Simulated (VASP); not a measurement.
# Ge (Cmmm) in VASP: notebook, part 2 of 2

VASP 6.6.1.

### Step 5. Single point, PBEsol (strain -0.015 along x and y, +0.030 along z)

INCAR

```
PREC = Accurate
ENCUT = 520
EDIFF = 1E-6
ISMEAR = 0
SIGMA = 0.15
LREAL = F
LASPH = T
NELM = 80
ALGO = Normal
ISIF = 2
LWAVE = F
LCHARG = T
GGA = PS
LELF = T
LVHAR = T
NBANDS = 13
```

KPOINTS

```
regular mesh
0
Gamma
  24 24 22
```

POSCAR

```
Ge
1.0
    1.3618665307     -2.4817087226      0.0000000000
    1.3618665307      2.4817087226      0.0000000000
    0.0000000000      0.0000000000      2.7220096156
Ge
1
Direct
    0.5000000000      0.5000000000      0.0000000000
```

Potentials or basis: VASP PAW PBE potentials, release 64 (Ge_d).

On the command line:

```console
$ cat potpaw_PBE.64/Ge_d/POTCAR > POTCAR
$ mpirun -np 1 vasp_std > vasp.out
```

OUTCAR:

```text
PREC = Accurate
   ENCUT = 520
   EDIFF = 1E-6
   ISMEAR = 0
   LREAL = F
   LASPH = T
   NELM = 80
   ISIF = 2
   GGA = PS

 ion  position               nearest neighbor table
   1  0.500  0.500  0.000-

  LATTYP: Found a base centered orthorhombic cell.
 ALAT       =     2.7237330614
 B/A-ratio  =     1.8222848324
 C/A-ratio  =     0.9993672486

  Lattice vectors:

 A1 = (   1.3618665307,  -2.4817087226,   0.0000000000)
 A2 = (   1.3618665307,   2.4817087226,   0.0000000000)
 A3 = (   0.0000000000,   0.0000000000,   2.7220096156)

Analysis of symmetry for initial positions (statically):
=====================================================================
 Subroutine PRICEL returns:
 Original cell was already a primitive cell.

 Routine SETGRP: Setting up the symmetry group for a
 base centered orthorhombic supercell.

 Subroutine GETGRP returns: Found  8 space group operations
 (whereof  8 operations were pure point group operations)
 out of a pool of  8 trial point group operations.

The static configuration has the point symmetry D_2h.

Analysis of symmetry for dynamics (positions and initial velocities):
=====================================================================
 Subroutine PRICEL returns:
 Original cell was already a primitive cell.

 Routine SETGRP: Setting up the symmetry group for a
 base centered orthorhombic supercell.

 Subroutine GETGRP returns: Found  8 space group operations
 (whereof  8 operations were pure point group operations)
 out of a pool of  8 trial point group operations.

The dynamic configuration has the point symmetry D_2h.

 Subroutine INISYM returns: Found  8 space group operations
 (whereof  8 operations are pure point group operations),
 and found     1 'primitive' translations

----------------------------------------------------------------------------------------

[... 111 lines left out ...]
  volume/ion in A,a.u.               =      18.40       124.17
  Fermi-wavevector in a.u.,A,eV,Ry     =   1.494569  2.824325 30.391812  2.233735
  Thomas-Fermi vector in A             =   2.606825
   LORBIT       =      0    0 simple, 1 ext, 2 COOP (PROOUT), +10 PAW based schemes
   GGA     = PS    functional components
   LHFCALC =     F    Hartree Fock is set to
   AEXX    =    0.0000 exact exchange contribution
   IVDW    =     0    specifies the selected vdW correction
   LEPSILON=     F    determine dielectric tensor
   LRPA    =     F    only Hartree local field effects (RPA)
 non-spin polarized calculation
 Gauss-broadening in eV      SIGMA  =   0.15
  energy-cutoff  :      520.00
  volume of cell :       18.40
 maximum number of plane-waves:       514
 NGX is ok and might be reduce to    24
   NGX = 11   NGY = 11   NGZ = 11

 number of electron      13.9999995 magnetization

 Free energy of the ion-electron system (eV)
  ---------------------------------------------------
  ext. energy  EPLUGINS =         0.00000000
  ---------------------------------------------------
  free energy    TOTEN  =        -4.73737309 eV

  energy without entropy =       -4.73245066  energy(sigma->0) =       -4.73491188

 E-fermi :   6.7730     XC(G=0): -11.5047

 val. band max:        6.7691928654   @ k =   0.5000   0.2083   0.1818
 cond. band min:       6.7732014296   @ k =  -0.3333   0.1250   0.2727
 fundamental gap:      0.0040085642
 Fermi energy:         6.7730347383

 k-point     1 :       0.0000    0.0000    0.0000
  band No.  band energies     occupation
      1     -17.9369      2.00000
      2     -17.8779      2.00000
      3     -17.8301      2.00000
      4     -17.7004      2.00000
      5     -17.6866      2.00000
      6      -6.6600      2.00000
      7      12.5901      0.00000
      8      15.3484      0.00000
      9      16.3705      0.00000
     10      16.5019      0.00000
     11      20.6110      0.00000
     12      22.4549      0.00000
     13      22.8145      0.00000
[... 354 lines left out ...]
  band No.  band energies     occupation
      1     -17.9264      2.00000
      2     -17.8056      2.00000
      3     -17.7634      2.00000
      4     -17.7157      2.00000
      5     -17.6930      2.00000
      6      -1.0218      2.00000
      7       1.2293      2.00000
      8      10.5201      0.00000
      9      15.5323      0.00000
     10      17.0020      0.00000
     11      22.4024      0.00000
     12      23.0432      0.00000
     13      23.4723      0.00000

 [... further k-points ...]
[... 5 lines left out ...]
  --------------------------------------------------------------------------------------
  -------------------------------------------------------------------------------------
  Total        0.4681982      0.2010735     -0.5479986      0.0000000      0.0000000      0.0000000
  in kB       40.7694953     17.5089604    -47.7183068      0.0000000      0.0000000      0.0000000
  external PRESSURE =       3.5200496 kB  Pullay stress =       0.0000000 kB

 VOLUME and BASIS-vectors are now :
 -----------------------------------------------------------------------------
  energy-cutoff  :      520.00
  volume of cell :       18.40
      direct lattice vectors                 reciprocal lattice vectors
     1.361866531 -2.481708723  0.000000000     0.367143174 -0.201474087  0.000000000
     1.361866531  2.481708723  0.000000000     0.367143174  0.201474087  0.000000000
     0.000000000  0.000000000  2.722009616     0.000000000  0.000000000  0.367375631

 POSITION                                       TOTAL-FORCE (eV/Angst)
 -----------------------------------------------------------------------------------
      1.36187      0.00000      0.00000        -0.000000      0.000000      0.000000
 -----------------------------------------------------------------------------------
    total drift:                               -0.000000     -0.000000     -0.000000

  FREE ENERGIE OF THE ION-ELECTRON SYSTEM (eV)
  ---------------------------------------------------
  free  energy   TOTEN  =        -4.7373730919 eV

  energy  without entropy=       -4.7324506594  energy(sigma->0) =       -4.73491188
```

OSZICAR:

```text
N       E                     dE             d eps       ncg     rms          rms(c)
DAV:   1     0.616960403476E+02    0.61696E+02   -0.70560E+03 53196   0.298E+03
DAV:   2     0.512014494479E+00   -0.61184E+02   -0.58300E+02 52244   0.409E+02
DAV:   3    -0.468934788246E+01   -0.52014E+01   -0.51770E+01 56194   0.699E+01
DAV:   4    -0.475843514881E+01   -0.69087E-01   -0.69078E-01 56279   0.873E+00
DAV:   5    -0.475910170289E+01   -0.66655E-03   -0.66655E-03 57495   0.945E-01    0.147E+00
DAV:   6    -0.474347869437E+01    0.15623E-01   -0.12737E-02 61329   0.262E+00    0.801E-01
DAV:   7    -0.473764899267E+01    0.58297E-02   -0.67812E-03 60242   0.161E+00    0.937E-02
DAV:   8    -0.473737189262E+01    0.27710E-03   -0.75108E-04 59324   0.667E-01    0.328E-02
DAV:   9    -0.473737318716E+01   -0.12945E-05   -0.11305E-05 60268   0.511E-02    0.625E-03
DAV:  10    -0.473737309185E+01    0.95312E-07   -0.27979E-07 39567   0.891E-03
   1 F= -.47373731E+01 E0= -.47349119E+01  d E =-.492243E-02
```

Run time: 4.3 min. Hardware: 1 thread of Intel Xeon 8259CL, shared host; peak memory 0.5 GiB.

Results:

```yaml
Free_energy: -4.7374 eV
Pressure: 0.4 GPa
Band_gap_on_the_k_mesh: zero (bands 7 and 8 overlap by 9.61 eV)
```

Stress tensor (GPa, compression positive):
```
 4.08  0.00  0.00
 0.00  1.75  0.00
 0.00  0.00 -4.77
```

Caveat: the cell differs from its parent crystal (strain -0.015 along x and y, +0.030 along z); the stress differs along the axes, from -5 to 4 GPa; the PAW data sets were made with another functional, which shifts forces and pressure a little.

### Step 6. The runs side by side

| cell | gap on the mesh (eV) | pressure (GPa) |
| --- | --- | --- |
| a = 2.831, b = 2.831, c = 2.643 Å, angles 90.0, 90.0, 122.5°, 1 atom | none | 2.5 |
| a = 2.874, b = 2.874, c = 2.603 Å, angles 90.0, 90.0, 122.5°, 1 atom | none | 1.1 |
| a = 2.831, b = 2.831, c = 2.682 Å, angles 90.0, 90.0, 122.5°, 1 atom | none | 1.4 |
| a = 2.831, b = 2.831, c = 2.722 Å, angles 90.0, 90.0, 122.5°, 1 atom | none | 0.4 |

Alike in all rows: task single point; level PBEsol; potentials or basis VASP PAW PBE potentials, release 64 (Ge_d); no spin polarisation; k mesh 24 × 24 × 22; cutoff (eV) 520; smearing gaussian 0.15 eV.

Caveats: the PAW data sets were made with another functional, which shifts forces and pressure a little; the stress differs along the axes, from 0 to 5 GPa (at least some runs); the stress differs along the axes, from -3 to 5 GPa (at least some runs); the stress differs along the axes, from -5 to 4 GPa (at least some runs).

Total energies depend on the potentials used, so only differences within one code and one set of settings carry meaning.
